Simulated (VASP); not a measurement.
# GaN (F-43m) in VASP: further runs, part 2 of 2

VASP 6.6.1.

**4. Single point, BLYP+D4**

This run uses another cell than the first one, of 11.41 Å³/atom, 0.997 times its volume.

Input file INCAR:

```
  AGGAC = 1.0
  AGGAX = 1.0
  ALDAC = 0.0
  ALDAX = 1.0
  ALGO = Normal
  EDIFF = 1E-6
  ENCUT = 520
  GGA = B5
  ISIF = 2
  ISMEAR = -1
  IVDW = 13
  LASPH = True
  LCHARG = False
  LREAL = False
  LWAVE = False
  NBANDS = 16
  NELM = 60
  PREC = Accurate
  SIGMA = 0.05
  VDW_A1 = 0.44488865
  VDW_A2 = 4.0933009
  VDW_S6 = 1.0
  VDW_S8 = 2.34076671
```

Input file KPOINTS:

```
k-points
0
Gamma
  10 10 10
```

Input file POSCAR:

```
GaN
1.0
    0.0000000000      2.2511622440      2.2511622440
    2.2511622440      0.0000000000      2.2511622440
    2.2511622440      2.2511622440      0.0000000000
Ga N
1 1
Direct
    0.0000000000      0.0000000000      0.0000000000
    0.2500000000      0.2500000000      0.2500000000
```

Potentials or basis: VASP PAW PBE potentials, release 64 (Ga_d, N).

On the command line:

```console
$ cat potpaw_PBE.64/Ga_d/POTCAR potpaw_PBE.64/N/POTCAR > POTCAR
$ mpirun -np 1 vasp_std > vasp.out
```

OUTCAR:

```text
EDIFF = 1E-6
   ENCUT = 520
   GGA = B5
   ISIF = 2
   ISMEAR = -1
   IVDW = 13
   LASPH = True
   LREAL = False
   NELM = 60
   PREC = Accurate

 ion  position               nearest neighbor table
   1  0.000  0.000  0.000-   2 1.95   2 1.95   2 1.95   2 1.95
   2  0.250  0.250  0.250-   1 1.95   1 1.95   1 1.95   1 1.95

  LATTYP: Found a face centered cubic cell.
 ALAT       =     4.5023244880

  Lattice vectors:

 A1 = (   0.0000000000,   2.2511622440,   2.2511622440)
 A2 = (   2.2511622440,   0.0000000000,   2.2511622440)
 A3 = (   2.2511622440,   2.2511622440,   0.0000000000)

Analysis of symmetry for initial positions (statically):
=====================================================================
 Subroutine PRICEL returns:
 Original cell was already a primitive cell.

 Routine SETGRP: Setting up the symmetry group for a
 face centered cubic supercell.

 Subroutine GETGRP returns: Found 24 space group operations
 (whereof 24 operations were pure point group operations)
 out of a pool of 48 trial point group operations.

The static configuration has the point symmetry T_d .

Analysis of symmetry for dynamics (positions and initial velocities):
=====================================================================
 Subroutine PRICEL returns:
 Original cell was already a primitive cell.

 Routine SETGRP: Setting up the symmetry group for a
 face centered cubic supercell.

 Subroutine GETGRP returns: Found 24 space group operations
 (whereof 24 operations were pure point group operations)
 out of a pool of 48 trial point group operations.

The dynamic configuration has the point symmetry T_d .

 Subroutine INISYM returns: Found 24 space group operations
 (whereof 24 operations are pure point group operations),
 and found     1 'primitive' translations

----------------------------------------------------------------------------------------

                                     Primitive cell

  volume of cell :      22.8166

  direct lattice vectors                    reciprocal lattice vectors
     0.000000000  2.251162244  2.251162244    -0.222107492  0.222107492  0.222107492
     2.251162244  0.000000000  2.251162244     0.222107492 -0.222107492  0.222107492
     2.251162244  2.251162244  0.000000000     0.222107492  0.222107492 -0.222107492

  length of vectors
     3.183624177  3.183624177  3.183624177     0.384701461  0.384701461  0.384701461

  position of ions in fractional coordinates (direct lattice)
     0.000000000  0.000000000  0.000000000
     0.250000000  0.250000000  0.250000000

  ion indices of the primitive-cell ions
   primitive index   ion index
                 1           1
                 2           2

----------------------------------------------------------------------------------------

 KPOINTS: k-points

Automatic generation of k-mesh.
 Grid dimensions read from file:
 generate k-points for:   10   10   10

 Generating k-lattice:

  Cartesian coordinates                     Fractional coordinates (reciprocal lattice)
    -0.022210749  0.022210749  0.022210749     0.100000000  0.000000000  0.000000000
     0.022210749 -0.022210749  0.022210749     0.000000000  0.100000000  0.000000000
     0.022210749  0.022210749 -0.022210749     0.000000000  0.000000000  0.100000000

  Length of vectors
     0.038470146  0.038470146  0.038470146

  Shift w.r.t. Gamma in fractional coordinates (k-lattice)
     0.000000000  0.000000000  0.000000000

 Subroutine IBZKPT returns following result:
 ===========================================

 Found     47 irreducible k-points:

 Following reciprocal coordinates:
            Coordinates               Weight
  0.000000  0.000000  0.000000      1.000000
  0.100000  0.000000  0.000000      8.000000
  0.200000  0.000000  0.000000      8.000000
  0.300000  0.000000  0.000000      8.000000
  0.400000  0.000000  0.000000      8.000000
  0.500000  0.000000  0.000000      4.000000
[... 16 lines left out ...]
  0.300000  0.300000  0.000000      6.000000
  0.400000  0.300000  0.000000     24.000000
 [... further k-points ...]
   k-points           NKPTS =     47   k-points in BZ     NKDIM =     47   number of bands    NBANDS=     16
   number of dos      NEDOS =    301   number of ions     NIONS =      2
   total plane-waves  NPLWV =  13824
   dimension x,y,z NGX =    24 NGY =   24 NGZ =   24
   dimension x,y,z NGXF=    48 NGYF=   48 NGZF=   48
   ions per type =               1   1
   NGX,Y,Z   is equivalent  to a cutoff of  12.53, 12.53, 12.53 a.u.
   NGXF,Y,Z  is equivalent  to a cutoff of  25.07, 25.07, 25.07 a.u.
 SYSTEM =  unknown system
   PREC   = accura    normal or accurate (medium, high low for compatibility)
   ISTART =      0    job   : 0-new  1-cont  2-samecut
   ICHARG =      2    charge: 1-file 2-atom 10-const
   ISPIN  =      1    spin polarized calculation?
   LNONCOLLINEAR =      F non collinear calculations
   LSORBIT =      F    spin-orbit coupling
   LASPH  =      T    aspherical Exc in radial PAW
   ENCUT  =  520.0 eV  38.22 Ry    6.18 a.u.   5.92  5.92  5.92*2*pi/ulx,y,z
   NELM   =     60;   NELMIN=  2; NELMDL= -5     # of ELM steps
   EDIFF  = 0.1E-05   stopping-criterion for ELM
   LREAL  =      F    real-space projection
   EDIFFG = 0.1E-04   stopping-criterion for IOM
   NSW    =      0    number of steps for IOM
   IBRION =     -1    ionic relax: 0-MD 1-quasi-New 2-CG
   NFREE  =      0    steps in history (QN), initial steepest desc. (CG)
   ISIF   =      2    stress and relaxation
   ISYM   =      2    0-nonsym 1-usesym 2-fastsym
   POTIM  = 0.5000    time-step for ionic-motion
   TEBEG  =    0.0;   TEEND  =   0.0 temperature during run
   PSTRESS=    0.0 pullay stress
   NELECT =      18.0000    total number of electrons
   NUPDOWN=      -1.0000    fix difference up-down
   EMIN   =  10.00;   EMAX   =-10.00  energy-range for DOS
   EFERMI =   0.00;   METHOD = LEGACY
   ISMEAR =    -1;   SIGMA  =   0.05  broadening in eV -4-tet -1-fermi 0-gaus
   EFERMI_NEDOS =   21; number of points for ismear=-14 and -15
   IALGO  =     38    algorithm
   IMIX   =      4    mixing-type and parameters
     AMIX     =   0.40;   BMIX     =  1.00
     AMIX_MAG =   1.60;   BMIX_MAG =  1.00
  volume/ion in A,a.u.               =      11.41        76.99
  Fermi-wavevector in a.u.,A,eV,Ry     =   1.512686  2.858563 31.133121  2.288220
  Thomas-Fermi vector in A             =   2.622577
   LORBIT       =      0    0 simple, 1 ext, 2 COOP (PROOUT), +10 PAW based schemes
   GGA     = B5    functional components
   LHFCALC =     F    Hartree Fock is set to
   AEXX    =    0.0000 exact exchange contribution
   IVDW    =    13    specifies the selected vdW correction
   LEPSILON=     F    determine dielectric tensor
   LRPA    =     F    only Hartree local field effects (RPA)
 non-spin polarized calculation
  energy-cutoff  :      520.00
  volume of cell :       22.82
 maximum number of plane-waves:       636
   NGX = 11   NGY = 11   NGZ = 11

 number of electron      18.0000007 magnetization

 Free energy of the ion-electron system (eV)
  ---------------------------------------------------
  ext. energy  EPLUGINS =         0.00000000
  ---------------------------------------------------
  free energy    TOTEN  =       -10.95515429 eV

  energy without entropy =      -10.95515429  energy(sigma->0) =      -10.95515429

 E-fermi :   6.6546     XC(G=0): -11.1207

 val. band max:        5.7149581587   @ k =   0.0000   0.0000   0.0000
 cond. band min:       7.5467395918   @ k =   0.0000   0.0000   0.0000
 fundamental gap:      1.8317814331
 Fermi energy:         6.6546306994

 k-point     1 :       0.0000    0.0000    0.0000
  band No.  band energies     occupation
      1     -10.1583      2.00000
      2      -7.8324      2.00000
      3      -7.8324      2.00000
      4      -7.8324      2.00000
      5      -7.5154      2.00000
      6      -7.5154      2.00000
[... 8 lines left out ...]
     15      24.8369      0.00000
     16      24.8370      0.00000
[... 419 lines left out ...]
 k-point    24 :       0.4000    0.3000    0.0000
  band No.  band energies     occupation
      1      -9.2569      2.00000
      2      -7.7001      2.00000
      3      -7.6091      2.00000
      4      -7.6088      2.00000
      5      -7.4550      2.00000
      6      -6.5211      2.00000
[... 8 lines left out ...]
     15      28.2722      0.00000
     16      28.3064      0.00000

 [... further k-points ...]

------------------------ aborting loop because EDIFF is reached ----------------------------------------

  DFT-D4 for vdW energy calculation

  Edisp (eV):   -1.53407

  FORCE on cell =-STRESS in cart. coord.  units (eV):
  Direction    XX          YY          ZZ          XY          YZ          ZX
  --------------------------------------------------------------------------------------
  -------------------------------------------------------------------------------------
  Total       0.15978     0.15978     0.15978     0.00000     0.00000    -0.00000
  in kB      11.21959    11.21959    11.21959     0.00000     0.00000    -0.00000
  external pressure =       11.22 kB  Pullay stress =        0.00 kB

 VOLUME and BASIS-vectors are now :
 -----------------------------------------------------------------------------
  energy-cutoff  :      520.00
  volume of cell :       22.82
      direct lattice vectors                 reciprocal lattice vectors
     0.000000000  2.251162244  2.251162244    -0.222107492  0.222107492  0.222107492
     2.251162244  0.000000000  2.251162244     0.222107492 -0.222107492  0.222107492
     2.251162244  2.251162244  0.000000000     0.222107492  0.222107492 -0.222107492

 POSITION                                       TOTAL-FORCE (eV/Angst)
 -----------------------------------------------------------------------------------
      0.00000      0.00000      0.00000         0.000000     -0.000000     -0.000000
      1.12558      1.12558      1.12558         0.000000      0.000000      0.000000
 -----------------------------------------------------------------------------------
    total drift:                                0.000004      0.000004      0.000004

  FREE ENERGIE OF THE ION-ELECTRON SYSTEM (eV)
  ---------------------------------------------------
  free  energy   TOTEN  =       -12.4892231641 eV

  energy  without entropy=      -12.4892231640  energy(sigma->0) =      -12.48922316
```

OSZICAR:

```text
N       E                     dE             d eps       ncg     rms          rms(c)
DAV:   1     0.886943285439E+02    0.88694E+02   -0.92719E+03  1656   0.205E+03
DAV:   2    -0.687695080250E+01   -0.95571E+02   -0.88588E+02  1704   0.347E+02
DAV:   3    -0.133145023067E+02   -0.64376E+01   -0.64132E+01  1768   0.744E+01
DAV:   4    -0.133929152106E+02   -0.78413E-01   -0.78404E-01  1896   0.883E+00
DAV:   5    -0.133939436171E+02   -0.10284E-02   -0.10284E-02  1792   0.909E-01    0.855E+00
DAV:   6    -0.109568904893E+02    0.24371E+01   -0.61592E+00  2280   0.440E+01    0.269E+00
DAV:   7    -0.109666039123E+02   -0.97134E-02   -0.39464E-01  1672   0.770E+00    0.179E+00
DAV:   8    -0.109607083343E+02    0.58956E-02   -0.78406E-02  1840   0.382E+00    0.928E-01
DAV:   9    -0.109548629076E+02    0.58454E-02   -0.17688E-02  2304   0.300E+00    0.252E-01
DAV:  10    -0.109552684716E+02   -0.40556E-03   -0.16319E-03  1696   0.523E-01    0.107E-01
DAV:  11    -0.109551517495E+02    0.11672E-03   -0.33645E-04  2408   0.335E-01    0.675E-03
DAV:  12    -0.109551545875E+02   -0.28380E-05   -0.35610E-05  1688   0.519E-02    0.364E-03
DAV:  13    -0.109551542909E+02    0.29661E-06   -0.43643E-07  1408   0.771E-03
   1 F= -.12489223E+02 E0= -.12489223E+02  d E =-.119031E-09
```

stdout:

```text
POSCAR found type information on POSCAR GaN
 POSCAR found :  2 types and       2 ions
 scaLAPACK will be used
 -----------------------------------------------------------------------------
|                                                                             |
|                                                                             |
|     You enforced a specific xc type in the INCAR file but a different       |
|     I HOPE YOU KNOW WHAT YOU ARE DOING!                                     |
|                                                                             |
 -----------------------------------------------------------------------------

 LDA part: xc-table for (Slater(with rela. corr.)+VWN5), standard interpolation
 POSCAR, INCAR and KPOINTS ok, starting setup
 FFT: planning ... GRIDC
 FFT: planning ... GRID_SOFT
 FFT: planning ... GRID
 WAVECAR not read
 entering main loop
```

It took 14 s on 1 thread of AMD EPYC 9R45 (Zen 5), shared host; peak memory 0.12 GiB.

What came out:

```yaml
Free_energy: -12.4892 eV
Pressure: 1.1 GPa
Band_gap_on_the_k_mesh: 1.83 eV, direct
Dispersion_energy_per_atom: -0.767 eV
```

Caveat: the PAW data sets were made with another functional, which shifts forces and pressure a little. A hybrid or GW would open this gap; BLYP tends to underestimate it.

**5. Single point, PBE**

This run uses another cell than the first one, of 11.76 Å³/atom, 1.028 times its volume.

Input file INCAR:

```
PREC = Accurate ; ENCUT = 520
EDIFF = 1E-6 ; ISMEAR = -1
SIGMA = 0.05 ; LREAL = False
LASPH = True ; NELM = 100
ALGO = Normal ; ISIF = 2
LWAVE = False ; LCHARG = True
GGA = PE ; LELF = True
LVHAR = True ; NBANDS = 16
```

Input file KPOINTS:

```
Automatic mesh
0
Gamma
  10 10 10
```

Input file POSCAR:

```
GaN
1.0
    0.0000000000      2.2742384836      2.2742384836
    2.2742384836      0.0000000000      2.2742384836
    2.2742384836      2.2742384836      0.0000000000
Ga N
1 1
Direct
    0.0000000000      0.0000000000      0.0000000000
    0.2500000000      0.2500000000      0.2500000000
```

Potentials or basis: VASP PAW PBE potentials, release 64 (Ga_d, N).

On the command line:

```console
$ cat potpaw_PBE.64/Ga_d/POTCAR potpaw_PBE.64/N/POTCAR > POTCAR
$ mpirun -np 1 vasp_std > vasp.out
```

OUTCAR:

```text
PREC = Accurate
   ENCUT = 520
   EDIFF = 1E-6
   ISMEAR = -1
   LREAL = False
   LASPH = True
   NELM = 100
   ISIF = 2
   GGA = PE

 ion  position               nearest neighbor table
   1  0.000  0.000  0.000-   2 1.97   2 1.97   2 1.97   2 1.97
   2  0.250  0.250  0.250-   1 1.97   1 1.97   1 1.97   1 1.97

  LATTYP: Found a face centered cubic cell.
 ALAT       =     4.5484769672

  Lattice vectors:

 A1 = (   0.0000000000,   2.2742384836,   2.2742384836)
 A2 = (   2.2742384836,   0.0000000000,   2.2742384836)
 A3 = (   2.2742384836,   2.2742384836,   0.0000000000)
[... 623 lines left out ...]
      4      -8.2291      2.00000
      5      -8.0869      2.00000
      6      -7.1857      2.00000
[... 8 lines left out ...]
     15      26.8470      0.00000
     16      27.1165      0.00000

 [... further k-points ...]
[... 5 lines left out ...]
  --------------------------------------------------------------------------------------
  -------------------------------------------------------------------------------------
  Total        0.0158019      0.0158019      0.0158019      0.0000000     -0.0000000      0.0000000
  in kB        1.0761748      1.0761748      1.0761748      0.0000000     -0.0000000      0.0000000
  external PRESSURE =       1.0761748 kB  Pullay stress =       0.0000000 kB

 VOLUME and BASIS-vectors are now :
 -----------------------------------------------------------------------------
  energy-cutoff  :      520.00
  volume of cell :       23.53
      direct lattice vectors                 reciprocal lattice vectors
     0.000000000  2.274238484  2.274238484    -0.219853812  0.219853812  0.219853812
     2.274238484  0.000000000  2.274238484     0.219853812 -0.219853812  0.219853812
     2.274238484  2.274238484  0.000000000     0.219853812  0.219853812 -0.219853812

 POSITION                                       TOTAL-FORCE (eV/Angst)
 -----------------------------------------------------------------------------------
      0.00000      0.00000      0.00000         0.000000      0.000000      0.000000
      1.13712      1.13712      1.13712        -0.000000     -0.000000     -0.000000
 -----------------------------------------------------------------------------------
    total drift:                                0.000002      0.000002      0.000001

  FREE ENERGIE OF THE ION-ELECTRON SYSTEM (eV)
  ---------------------------------------------------
  free  energy   TOTEN  =       -12.1535551328 eV

  energy  without entropy=      -12.1535551312  energy(sigma->0) =      -12.15355513
```

stdout:

```text
POSCAR found type information on POSCAR GaN
 POSCAR found :  2 types and       2 ions
 scaLAPACK will be used
 LDA part: xc-table for (Slater+PW92), standard interpolation
 POSCAR, INCAR and KPOINTS ok, starting setup
 FFT: planning ... GRIDC
 FFT: planning ... GRID_SOFT
 FFT: planning ... GRID
 WAVECAR not read
 entering main loop
```

Run time: 7.8 s. Hardware: 1 thread of AMD EPYC 9R45 (Zen 5), shared host; peak memory 0.12 GiB.

Results:

- Free energy: -12.1536 eV
- Pressure: 0.1 GPa
- Band gap on the k mesh: 1.55 eV, direct

PBE gaps usually lie below the measured ones, often by a third to a half.

**6. Overview**

| level | cell | smearing | gap on the mesh (eV) | pressure (GPa) |
| --- | --- | --- | --- | --- |
| PBE | a = 3.187 Å, angles 60.0°, 2 atoms | gaussian 0.015 eV | 1.72 | 5.1 |
| PBE+D4 | a = 3.183 Å, angles 60.0°, 2 atoms | fermi-dirac 0.05 eV | 1.75 | 0.1 |
| BLYP+D4 | a = 3.184 Å, angles 60.0°, 2 atoms | fermi-dirac 0.05 eV | 1.83 | 1.1 |
| PBE | a = 3.216 Å, angles 60.0°, 2 atoms | fermi-dirac 0.05 eV | 1.55 | 0.1 |

Alike in all rows: task single point; potentials or basis VASP PAW PBE potentials, release 64 (Ga_d, N); no spin polarisation; k mesh 10 × 10 × 10; cutoff (eV) 520.

Caveats: the PAW data sets were made with another functional, which shifts forces and pressure a little (some runs).

Total energies depend on the potentials used, so only differences within one code and one set of settings carry meaning.
